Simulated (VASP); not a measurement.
Input of a VASP 6.6.1 run:

The input INCAR:

```
SYSTEM = CdHg3Se4
ALGO     = Normal         ! electronic algorithm
EDIFF    = 1E-7           ! SCF threshold, eV
EDIFFG   = -0.04          ! ionic threshold
ENCUT    = 600            ! plane-wave cutoff, eV
GGA      = PE             ! functional
IBRION   = 2              ! ionic algorithm
ISIF     = 3              ! what is computed and relaxed
ISMEAR   = 0              ! smearing method
LASPH    = .True.         ! aspherical terms in the spheres
LCHARG   = .False.        ! write CHGCAR
LREAL    = .False.        ! projectors in reciprocal space
LWAVE    = .False.        ! write WAVECAR
NELM     = 80             ! most SCF steps
NSW      = 90             ! ionic steps
PREC     = Accurate       ! precision mode
SIGMA    = 0.1            ! smearing width, eV
```

File KPOINTS:

```
k-points
0
Gamma
  4 4 4
  0 0 0
```

POSCAR

```
CdHg3Se4
1.0
    4.2565572000      0.0000000000      0.0000000000
    0.0000000000      4.2565572000      6.0196809300
    0.0000000000     -4.2565572000      6.0196809300
Cd Hg Se
1 3 4
Direct
    0.5000000000      0.5000000000      0.5000000000
    0.0000000000      0.5000000000      0.0000000000
    0.0000000000      0.0000000000      0.5000000000
    0.5000000000      0.0000000000      0.0000000000
    0.0000000000      0.8750000000      0.8750000000
    0.0000000000      0.3750000000      0.3750000000
    0.5000000000      0.3750000000      0.8750000000
    0.5000000000      0.8750000000      0.3750000000
```

Potentials or basis: VASP PAW PBE potentials, release 64 (Cd, Hg, Se).

The run is started by

```sh
$ cat potpaw_PBE.64/Cd/POTCAR potpaw_PBE.64/Hg/POTCAR potpaw_PBE.64/Se/POTCAR > POTCAR
$ mpirun -np 1 vasp_std > vasp.out
```

(1) Estimate the relaxed cell.

(2) Estimate the space group after relaxing (to 0.1 Å).

(3) What does it give for the band gap on the k mesh?

(4) What does it give for the relaxed volume?

## Answers

(1) a = 4.441 Å, b = 7.652 Å, c = 7.652 Å, α = 70.61°, β = 90.00°, γ = 90.00°.

(2) Amm2 (No. 38).

(3) zero (filled and empty bands touch).

(4) 30.66 Å³/atom.

Caveat: the k points lie up to 0.35 Å⁻¹ apart in the final cell; semilocal functionals underestimate gaps, and a narrow one can read as zero; spin-orbit coupling is left out, which moves the levels of the heavy elements.
